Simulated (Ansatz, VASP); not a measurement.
Two plane-wave programs on Sb2Pt

INCAR

```
PREC     = Accurate       # precision mode
ENCUT    = 520            # plane-wave cutoff, eV
EDIFF    = 1E-8           # SCF threshold, eV
ISMEAR   = -1             # smearing method
SIGMA    = 0.05           # smearing width, eV
LREAL    = False          # projectors in reciprocal space
LASPH    = True           # aspherical terms in the spheres
NELM     = 100            # most SCF steps
ALGO     = Normal         # electronic algorithm
ISIF     = 2              # what is computed and relaxed
LWAVE    = False          # write WAVECAR
LCHARG   = False          # write CHGCAR
GGA      = PE             # functional
LEFG     = True         
NBANDS   = 52             # bands
```

Contents of KPOINTS:

```
regular mesh
0
Gamma
  5 5 5
```

Contents of POSCAR:

```
Sb2Pt
1.0
    6.4200000000      0.0000000000      0.0000000000
    0.0000000000      6.4200000000      0.0000000000
    0.0000000000      0.0000000000      6.4200000000
Sb Pt
8 4
Direct
    0.3800000000      0.3800000000      0.3800000000
    0.1200000000      0.6200000000      0.8800000000
    0.8800000000      0.1200000000      0.6200000000
    0.6200000000      0.8800000000      0.1200000000
    0.6200000000      0.6200000000      0.6200000000
    0.8800000000      0.3800000000      0.1200000000
    0.1200000000      0.8800000000      0.3800000000
    0.3800000000      0.1200000000      0.8800000000
    0.0000000000      0.0000000000      0.0000000000
    0.5000000000      0.0000000000      0.5000000000
    0.5000000000      0.5000000000      0.0000000000
    0.0000000000      0.5000000000      0.5000000000
```

Input for Ansatz:

```yaml
crystal:
  lattice:
    - [6.42, 0.0, 0.0]
    - [0.0, 6.42, 0.0]
    - [0.0, 0.0, 6.42]
  atoms:
    - { symbol: Sb, position: [0.38, 0.38, 0.38] }
    - { symbol: Sb, position: [0.12, 0.62, 0.88] }
    - { symbol: Sb, position: [0.88, 0.12, 0.62] }
    - { symbol: Sb, position: [0.62, 0.88, 0.12] }
    - { symbol: Sb, position: [0.62, 0.62, 0.62] }
    - { symbol: Sb, position: [0.88, 0.38, 0.12] }
    - { symbol: Sb, position: [0.12, 0.88, 0.38] }
    - { symbol: Sb, position: [0.38, 0.12, 0.88] }
    - { symbol: Pt, position: [0.0, 0.0, 0.0] }
    - { symbol: Pt, position: [0.5, 0.0, 0.5] }
    - { symbol: Pt, position: [0.5, 0.5, 0.0] }
    - { symbol: Pt, position: [0.0, 0.5, 0.5] }
kpoints:
  mp_grid: { grid: [5, 5, 5] }
scf:
  occupations: { method: fermi_dirac, width: 0.05 }
hamiltonian:
  xc: pbe
  pseudopotentials: { kind: paw }
output:
  forces: true
  stress: true
  populations: true
  efg: { quadrupole_moments_barn: { Sb: -0.543 }, contact_densities: true }
```

Alike in both runs: task electric field gradients; functional PBE; k mesh 5 × 5 × 5; occupations fermi-dirac, width 0.05 eV; no spin polarisation.

|  | VASP | Ansatz |
| --- | --- | --- |
| version | VASP 6.6.1 | Ansatz 0.2.0 |
| potentials or method | VASP PAW PBE potentials, release 64 (Sb, Pt) | plane-wave PAW, scalar-relativistic |
| plane-wave cutoff (eV) | 520 | 420 |
| valence electrons in the cell | 80 | 192 |

Ansatz gave:

| Property | Result |
| --- | --- |
| pressure (GPa) | 8.1 |
| rms of the force components (eV/Å) | 0.560 |
| size of Vzz on the site where it differs most (V/Å²) | 68.8 |

Task: Which values does VASP return?

Result: Pressure (GPa): 7.8; rms of the force components (eV/Å): 0.589; size of Vzz on the site where it differs most (V/Å²): 23.3.

Atom by atom the forces differ by 0.029 eV/Å (rms over components). One of these differences is far larger than is usual between the two programs; its cause wasn't traced. With one functional, cell and mesh, what is left measures potentials, basis and numerics. VASP's potentials hold 80 valence electrons a cell and Ansatz's 192, so a difference there can come from the potentials and not from the codes.

Neither program's run includes spin-orbit coupling.
